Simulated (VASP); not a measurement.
The system is Cu.

```xyz
1
Lattice="0.0000 1.8075 1.8075 1.8075 0.0000 1.8075 1.8075 1.8075 0.0000" Properties=species:S:1:pos:R:3 pbc="T T T"
Cu    0.0000    0.0000    0.0000
```

| Quantity | Value |
| --- | --- |
| Program | VASP 6.6.1 |
| Task | relaxation of volume and atoms at fixed shape |
| Functional | PBEsol |
| Potentials or basis | VASP PAW PBE potentials, release 64 (Cu) |
| Cutoff | 600 eV |
| k mesh | 14 × 14 × 14 |
| Occupations | fermi-dirac, width 0.1 eV |
| Spin | no spin polarisation |

At the start: pressure -5.7 GPa; volume 11.81 Å³/atom.

Task: Where does the relaxation end?

Result: Over 3 steps the energy falls by 8.1 meV/atom and the volume is 11.37 Å³/atom (-3.7 %); space group Fm-3m (No. 225, to 0.1 Å) before and after.

Step by step:
```tsv
step	energy change (eV)	largest force (eV/Å)	pressure (GPa)	volume (Å³)
1	0.0000	0.0000	-5.66	11.81
2	-0.0050	0.0000	4.00	11.11
3	-0.0081	0.0000	0.00	11.37
```

Final structure:
```
Cu
1.0
     0.00000    1.78475    1.78475
     1.78475    0.00000    1.78475
     1.78475    1.78475    0.00000
Cu
1
Direct
  0.00000 0.00000 0.00000
```

Caveat: the PAW data sets were made with another functional, which shifts forces and pressure a little.
